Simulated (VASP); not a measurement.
Runs of VASP 6.6.1 on InSb. The structure is that of space group Pmmn (No. 59), or close to it. The cells are those of the table. 

| task | cell | gap on the mesh (eV) | pressure (GPa) | largest force (eV/Å) |
| --- | --- | --- | --- | --- |
| single point | a = 5.392, b = 5.750, c = 3.083 Å, 4 atoms | none | 9.7 | 0.56 |
| electric field gradients | a = 5.357, b = 5.712, c = 3.155 Å, 4 atoms | none | (b) | 0.67 |
| electric field gradients | a = 5.427, b = 5.787, c = 3.103 Å, 4 atoms | none | (a) | 0.51 |
| electric field gradients | a = 5.462, b = 5.824, c = 3.123 Å, 4 atoms | none | 6.1 | (c) |

Alike in all rows: level LDA; potentials or basis VASP PAW LDA potentials, release 64 (In_d, Sb); no spin polarisation; k mesh 6 × 6 × 11; cutoff (eV) 520; smearing fermi-dirac 0.08 eV.

Estimate the missing entries.

(a) 7.8; (b) 9.5; (c) 0.47.

Caveats: spin-orbit coupling is left out, which moves the levels of the heavy elements.

A k mesh can miss the band edges, and the runs leave out spin-orbit coupling on In, Sb.

A gap of «none» marks levels without a gap at the run's occupations.
